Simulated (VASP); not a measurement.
Write the native input for VASP 6.6.1 that does the following.

```yaml
Task: single point
Functional: PBE
Potentials_or_basis: VASP PAW PBE potentials, release 64 (Ta_pv)
Cutoff: 520 eV
k_mesh: 11 × 11 × 11
Occupations: fermi-dirac, width 0.05 eV
Spin: no spin polarisation
Dipole_correction: no
Further_INCAR_settings: ALGO = Fast; EDIFF = 1e-06; NBANDS = 12
```

The structure of Ta lies in POSCAR:

```
Ta
1.0
   -1.6175709496      1.6175709496      1.6175709496
    1.6175709496     -1.6175709496      1.6175709496
    1.6175709496      1.6175709496     -1.6175709496
Ta
1
Direct
    0.0000000000      0.0000000000      0.0000000000
```

One way to write it, as run:

INCAR

```
SYSTEM = Ta
PREC = Accurate
ENCUT = 520
EDIFF = 1E-6
ISMEAR = -1
SIGMA = 0.05
LREAL = .FALSE.
LASPH = .TRUE.
NELM = 60
ALGO = Fast
ISIF = 2
LWAVE = .FALSE.
LCHARG = .FALSE.
GGA = PE
NBANDS = 12
```

KPOINTS

```
regular mesh
0
G
  11 11 11
  0 0 0
```

Potentials or basis: VASP PAW PBE potentials, release 64 (Ta_pv).

Run with:

```bash
$ cat potpaw_PBE.64/Ta_pv/POTCAR > POTCAR
$ mpirun -np 1 vasp_std > vasp.out
```

Results of the run:

```yaml
Pressure: 17.5 GPa
```

Wall time 8.9 s on 1 thread of AMD EPYC 9R45 96-Core Processor (Zen 5) (shared host), peak memory 0.11 GiB.
